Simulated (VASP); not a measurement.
A run of VASP 6.6.1 is set up as follows.

INCAR

```
PREC = Accurate
ENCUT = 520
EDIFF = 1E-6
ISMEAR = 0
SIGMA = 0.05
LREAL = F
LASPH = T
NELM = 80
ALGO = Normal
ISIF = 2
LWAVE = F
LCHARG = F
GGA = PS
NBANDS = 22
```

File KPOINTS:

```
Automatic mesh
0
Gamma
  4 4 2
```

The input POSCAR:

```
F
1.0
    3.1343278527     -1.6625801927     -0.2417464034
    3.1343278527      1.6625801927     -0.2417464034
   -2.3983277360      0.0000000000      6.6753916515
F
4
Direct
    0.0848459664      0.0848459664      0.0940038325
    0.9151540336      0.9151540336      0.9059961675
    0.5015719855      0.5015719855      0.5937195244
    0.4984280145      0.4984280145      0.4062804756
```

Potentials or basis: VASP PAW PBE potentials, release 64 (F).

The run is started by

```bash
$ cat potpaw_PBE.64/F/POTCAR > POTCAR
$ mpirun -np 1 vasp_std > vasp.out
```

(1) What does it give for the pressure?

(2) What does it give for the band gap on the k mesh?

(3) Estimate the largest force.

## Answers

(1) 9.0 GPa.

(2) 4.00 eV, indirect (least direct gap 4.14 eV).

(3) 4.377 eV/Å.

Caveat: the k points lie up to 0.55 Å⁻¹ apart; the PAW data sets were made with another functional, which shifts forces and pressure a little.
